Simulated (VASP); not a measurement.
Write the native input for VASP 6.6.1 that does the following.

```
Task                   : single point
Functional             : LDA
Potentials or basis    : VASP PAW LDA potentials, release 64 (Zn, O)
Cutoff                 : 600 eV
k mesh                 : 9 × 9 × 6
Occupations            : gaussian, width 0.02 eV
Spin                   : no spin polarisation
Dipole correction      : no
Further INCAR settings : ALGO = Normal; EDIFF = 1e-06; NBANDS = 26
```

The structure of ZnO lies in POSCAR:

```
ZnO
1.0
    3.1872605427      0.0000000000      0.0000000000
   -1.5936302713      2.7602485984      0.0000000000
    0.0000000000      0.0000000000      5.1531033668
Zn O
2 2
Direct
    0.3333333333      0.6666666667     -0.0007071821
    0.6666666667      0.3333333333      0.4992928179
    0.3333333333      0.6666666667      0.3777071821
    0.6666666667      0.3333333333      0.8777071821
```

One way to write it, as run:

INCAR

```
PREC = Accurate
ENCUT = 600
EDIFF = 1E-6
ISMEAR = 0
SIGMA = 0.02
LREAL = False
LASPH = True
NELM = 120
ALGO = Normal
ISIF = 2
LWAVE = False
LCHARG = False
NBANDS = 26
GGA_COMPAT = False
```

KPOINTS

```
regular mesh
0
Gamma
  9 9 6
```

Potentials or basis: VASP PAW LDA potentials, release 64 (Zn, O).

Launch:

```bash
$ cat potpaw_LDA.64/Zn/POTCAR potpaw_LDA.64/O/POTCAR > POTCAR
$ mpirun -np 1 vasp_std > vasp.out
```

Results of the run:

```json
{"Pressure": "0.8 GPa", "Band gap on the k mesh": "0.81 eV"}
```

It took 48 s on 1 thread of Intel(R) Xeon(R) Platinum 8375C CPU @ 2.90GHz (Ice Lake), with other jobs on the host, peak memory 0.18 GiB.
